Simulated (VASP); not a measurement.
A run of VASP 6.6.1:

File INCAR:

```
PREC = Accurate
ENCUT = 520
EDIFF = 1E-6
ISMEAR = -1
SIGMA = 0.05
LREAL = F
LASPH = T
NELM = 80
ALGO = Fast
ISIF = 2
LWAVE = F
LCHARG = F
GGA = PS
NBANDS = 18
```

The input KPOINTS:

```
regular mesh
0
Gamma
  10 10 10
```

File POSCAR:

```
TiAl3
1.0
   -1.7959201242      1.7959201242      4.0077301077
    1.7959201242     -1.7959201242      4.0077301077
    1.7959201242      1.7959201242     -4.0077301077
Ti Al
1 3
Direct
    0.0000000000      0.0000000000      0.0000000000
    0.2500000000      0.7500000000      0.5000000000
    0.7500000000      0.2500000000      0.5000000000
    0.5000000000      0.5000000000      0.0000000000
```

Potentials or basis: VASP PAW PBE potentials, release 64 (Ti_sv, Al).

Command:

```bash
$ cat potpaw_PBE.64/Ti_sv/POTCAR potpaw_PBE.64/Al/POTCAR > POTCAR
$ mpirun -np 1 vasp_std > vasp.out
```

Hardware: 1 thread of Intel Xeon 8259CL (shared host).

Task: Estimate the wall time of this run.

Result: Wall time 6.8 min on 1 thread of Intel Xeon 8259CL, with other jobs on the host, peak memory 0.26 GiB. Counts: scf iterations 24, k points 102.
